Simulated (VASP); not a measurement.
# AlN (P6_3mc) in VASP: notebook, part 2 of 2

VASP 6.6.1. Earlier steps stand in the parts before.

## Step 4: Single point, r2SCAN (strain +0.025 along x and y, -0.025 along z)

File POSCAR:

```
AlN
1.0
    3.1887772054      0.0000000000      0.0000000000
   -1.5943886027      2.7615620669      0.0000000000
    0.0000000000      0.0000000000      4.8535500000
Al N
2 2
Direct
    0.3333333333      0.6666666667      0.0000000000
    0.6666666667      0.3333333333      0.5000000000
    0.3333333333      0.6666666667      0.3850000000
    0.6666666667      0.3333333333      0.8850000000
```

File INCAR.step1:

```
SYSTEM = AlN
ALGO = Normal
EDIFF = 1E-4
ENCUT = 520
GGA = PE
ISMEAR = 0
LASPH = .True.
LCHARG = .False.
LREAL = .False.
LWAVE = .True.
NBANDS = 16
NELM = 60
PREC = Accurate
SIGMA = 0.05
```

File INCAR.step2:

```
SYSTEM = AlN
ALGO = Normal
EDIFF = 1E-6
ENCUT = 520
ISIF = 2
ISMEAR = 0
ISTART = 1
LASPH = .True.
LCHARG = .False.
LMIXTAU = .True.
LREAL = .False.
LWAVE = .False.
METAGGA = R2SCAN
NBANDS = 16
NELM = 60
PREC = Accurate
SIGMA = 0.05
```

File KPOINTS:

```
k-points
0
Gamma
  12 12 6
  0 0 0
```

Potentials or basis: VASP PAW PBE potentials, release 64 (Al, N).

The run is started by

```bash
$ cat potpaw_PBE.64/Al/POTCAR potpaw_PBE.64/N/POTCAR > POTCAR
$ cp INCAR.step1 INCAR
$ mpirun -np 1 vasp_std > vasp.out
$ cp INCAR.step2 INCAR
$ mpirun -np 1 vasp_std > vasp.out
```

OUTCAR:

```text
SYSTEM = AlN
   EDIFF = 1E-6
   ENCUT = 520
   ISIF = 2
   ISMEAR = 0
   ISTART = 1
   LASPH = .True.
   LREAL = .False.
   METAGGA = R2SCAN
   NELM = 60
   PREC = Accurate

 ion  position               nearest neighbor table
   1  0.333  0.667  0.000-   3 1.87   4 1.92   4 1.92   4 1.92   2 3.05   2 3.05   2 3.05   2 3.05
                             2 3.05   2 3.05
   2  0.667  0.333  0.500-   4 1.87   3 1.92   3 1.92   3 1.92   1 3.05   1 3.05   1 3.05   1 3.05
                             1 3.05   1 3.05
   3  0.333  0.667  0.385-   1 1.87   2 1.92   2 1.92   2 1.92
[... 662 lines left out ...]
  --------------------------------------------------------------------------------------
  -------------------------------------------------------------------------------------
  Total       -3.2119587     -3.2119587      1.6729337      0.0000000      0.0000000      0.0000000
  in kB     -120.4043111   -120.4043111     62.7120227      0.0000000      0.0000000      0.0000000
  external PRESSURE =     -59.3655331 kB  Pullay stress =       0.0000000 kB

 VOLUME and BASIS-vectors are now :
 -----------------------------------------------------------------------------
  energy-cutoff  :      520.00
  volume of cell :       42.74
      direct lattice vectors                 reciprocal lattice vectors
     3.188777205  0.000000000  0.000000000     0.313599833  0.181056948  0.000000000
    -1.594388603  2.761562067  0.000000000     0.000000000  0.362113896  0.000000000
     0.000000000  0.000000000  4.853550000     0.000000000  0.000000000  0.206034758

 POSITION                                       TOTAL-FORCE (eV/Angst)
 -----------------------------------------------------------------------------------
     -0.00000      1.84104      0.00000         0.000000      0.000000     -0.404188
      1.59439      0.92052      2.42678        -0.000000     -0.000000     -0.404188
     -0.00000      1.84104      1.86862         0.000000      0.000000      0.404188
      1.59439      0.92052      4.29539        -0.000000      0.000000      0.404188
 -----------------------------------------------------------------------------------
    total drift:                               -0.000000      0.000000     -0.027979

  FREE ENERGIE OF THE ION-ELECTRON SYSTEM (eV)
  ---------------------------------------------------
  free  energy   TOTEN  =       -38.3552977524 eV

  energy  without entropy=      -38.3552977524  energy(sigma->0) =      -38.35529775
```

OSZICAR.step1:

```text
N       E                     dE             d eps       ncg     rms          rms(c)
DAV:   1     0.421219948603E+02    0.42122E+02   -0.73223E+03  2432   0.895E+02
DAV:   2    -0.307801301984E+02   -0.72902E+02   -0.67499E+02  3424   0.186E+02
DAV:   3    -0.343628898665E+02   -0.35828E+01   -0.35733E+01  2952   0.430E+01
DAV:   4    -0.343852324913E+02   -0.22343E-01   -0.22341E-01  3024   0.383E+00
DAV:   5    -0.343855325073E+02   -0.30002E-03   -0.30002E-03  2984   0.444E-01    0.120E+01
DAV:   6    -0.296941005206E+02    0.46914E+01   -0.10579E+01  2944   0.236E+01    0.410E+00
DAV:   7    -0.297181755870E+02   -0.24075E-01   -0.65707E-01  2544   0.574E+00    0.291E+00
DAV:   8    -0.297103451493E+02    0.78304E-02   -0.66539E-02  2736   0.236E+00    0.656E-01
DAV:   9    -0.297047734157E+02    0.55717E-02   -0.12940E-02  3152   0.856E-01    0.258E-01
DAV:  10    -0.297054291594E+02   -0.65574E-03   -0.25449E-03  2608   0.321E-01    0.142E-01
DAV:  11    -0.297053320430E+02    0.97116E-04   -0.23056E-04  2432   0.119E-01
   1 F= -.29705332E+02 E0= -.29705332E+02  d E =-.191248E-18
```

It took 3.3 min on 1 thread of Intel Xeon 8259CL, shared host; peak memory 0.18 GiB.

Results:

| Quantity | Value |
| --- | --- |
| Free energy | -38.3553 eV |
| Pressure | -5.9 GPa |
| Largest force | 0.404 eV/Å |
| Band gap on the k mesh | 4.48 eV |

Forces on the atoms (eV/Å):
```
Al   0.000  0.000 -0.404
Al   0.000  0.000 -0.404
N    0.000  0.000  0.404
N    0.000  0.000  0.404
```

Caveat: the cell differs from its parent crystal (strain +0.025 along x and y, -0.025 along z); the cell stands under tension; the PAW data sets were made with another functional, which shifts forces and pressure a little.

## Step 5: Single point, r2SCAN (strain +0.050 along x and y, -0.050 along z)

File POSCAR:

```
AlN
1.0
    3.2665522592      0.0000000000      0.0000000000
   -1.6332761296      2.8289172392      0.0000000000
    0.0000000000      0.0000000000      4.7291000000
Al N
2 2
Direct
    0.3333333333      0.6666666667      0.0000000000
    0.6666666667      0.3333333333      0.5000000000
    0.3333333333      0.6666666667      0.3850000000
    0.6666666667      0.3333333333      0.8850000000
```

File INCAR.step1:

```
ALGO = Normal
EDIFF = 1E-4
ENCUT = 520
GGA = PE
ISMEAR = 0
LASPH = T
LCHARG = F
LREAL = F
LWAVE = T
NBANDS = 16
NELM = 80
PREC = Accurate
SIGMA = 0.05
```

File INCAR.step2:

```
ALGO = Normal
EDIFF = 1E-6
ENCUT = 520
ISIF = 2
ISMEAR = 0
ISTART = 1
LASPH = T
LCHARG = F
LMIXTAU = T
LREAL = F
LWAVE = F
METAGGA = R2SCAN
NBANDS = 16
NELM = 80
PREC = Accurate
SIGMA = 0.05
```

File KPOINTS:

```
k-points
0
Gamma
  12 12 6
```

The run is started by

```bash
$ cat potpaw_PBE.64/Al/POTCAR potpaw_PBE.64/N/POTCAR > POTCAR
$ cp INCAR.step1 INCAR
$ mpirun -np 1 vasp_std > vasp.out
$ cp INCAR.step2 INCAR
$ mpirun -np 1 vasp_std > vasp.out
```

It took 3.6 min on 1 thread of Intel Xeon 8259CL, shared host; peak memory 0.18 GiB.

The run converged. Its results:

```yaml
Free_energy: -38.0630 eV
Pressure: -8.8 GPa
Largest_force: 1.145 eV/Å
Band_gap_on_the_k_mesh: 4.14 eV
```

Forces in eV/Å, atoms in the order of the input:
```
Al   0.000  0.000 -1.145
Al   0.000  0.000 -1.145
N    0.000  0.000  1.145
N    0.000  0.000  1.145
```

Stress tensor (GPa, compression positive):
```
-20.91   0.00   0.00
  0.00 -20.91   0.00
  0.00   0.00  15.44
```

Levels at points of the mesh, in eV from the valence-band top:
| k point | band 6 | band 7 | band 8 | band 9 | band 10 | band 11 |
| --- | --- | --- | --- | --- | --- | --- |
| (0.00, 0.00, 0.00) | -0.57 | -0.57 | 0.00 | 4.14 | 5.95 | 10.51 |
| (0.50, 0.00, 0.00) | -2.74 | -1.94 | -0.84 | 5.59 | 6.75 | 8.27 |
| (0.00, 0.00, 0.50) | -1.07 | -1.07 | -1.07 | 6.18 | 6.18 | 10.81 |
| (0.50, 0.00, 0.50) | -1.92 | -1.32 | -1.32 | 5.78 | 5.78 | 9.86 |

Caveat: the cell differs from its parent crystal (strain +0.050 along x and y, -0.050 along z); the cell stands under tension; the PAW data sets were made with another functional, which shifts forces and pressure a little. A k mesh can miss the band edges.

## Step 6: Overview

```tsv
cell	gap on the mesh (eV)	pressure (GPa)	largest force (eV/Å)
a = 3.189, b = 3.189, c = 4.729 Å, angles 90.0, 90.0, 120.0°, 4 atoms	4.62	-0.3	0.96
a = 3.111, b = 3.111, c = 5.102 Å, angles 90.0, 90.0, 120.0°, 4 atoms	4.66	-5.4	0.40
a = 3.189, b = 3.189, c = 4.854 Å, angles 90.0, 90.0, 120.0°, 4 atoms	4.48	-5.9	0.40
a = 3.267, b = 3.267, c = 4.729 Å, angles 90.0, 90.0, 120.0°, 4 atoms	4.14	-8.8	1.15
```

Alike in all rows: task single point; level r2SCAN; potentials or basis VASP PAW PBE potentials, release 64 (Al, N); no spin polarisation; k mesh 12 × 12 × 6; cutoff (eV) 520; smearing gaussian 0.05 eV.

Caveats: the PAW data sets were made with another functional, which shifts forces and pressure a little; the cell stands under tension (at least some runs).

Absolute energies hang on the potentials; compare differences alone.
